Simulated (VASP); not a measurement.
Set up this calculation in VASP 6.6.1, as the native input.

```
Task                   : single point
Functional             : PBE
Potentials or basis    : VASP PAW PBE potentials, release 64 (B, N)
Cutoff                 : 520 eV
k mesh                 : 8 × 8 × 8
Occupations            : gaussian, width 0.01 eV
Spin                   : no spin polarisation
Dipole correction      : no
Further INCAR settings : ALGO = Normal; EDIFF = 1e-06; NBANDS = 11
```

The structure of BN lies in POSCAR:

```
BN
1.0
    0.0000000000      1.7458264474      1.7458264474
    1.7458264474      0.0000000000      1.7458264474
    1.7458264474      1.7458264474      0.0000000000
B N
1 1
Direct
    0.0000000000      0.0000000000      0.0000000000
    0.5000000000      0.5000000000      0.5000000000
```

These files were run (other wordings do the same):

INCAR

```
SYSTEM = BN
PREC = Accurate ; ENCUT = 520
EDIFF = 1E-6 ; ISMEAR = 0
SIGMA = 0.01 ; LREAL = .FALSE.
LASPH = .TRUE. ; NELM = 80
ALGO = Normal ; ISIF = 2
LWAVE = .FALSE. ; LCHARG = .FALSE.
GGA = PE ; NBANDS = 11
```

KPOINTS

```
regular mesh
0
G
  8 8 8
  0 0 0
```

Potentials or basis: VASP PAW PBE potentials, release 64 (B, N).

The run is started by

```bash
$ cat potpaw_PBE.64/B/POTCAR potpaw_PBE.64/N/POTCAR > POTCAR
$ mpirun -np 1 vasp_std > vasp.out
```

Results of the run:

```yaml
Pressure: 3.8 GPa
Band_gap_on_the_k_mesh: 1.33 eV, indirect (least direct gap 5.85 eV)
```

Run time: 3.9 s on 1 thread of AMD EPYC 7R43 64-Core Processor (Zen 3), with other jobs on the host, peak memory 0.07 GiB.
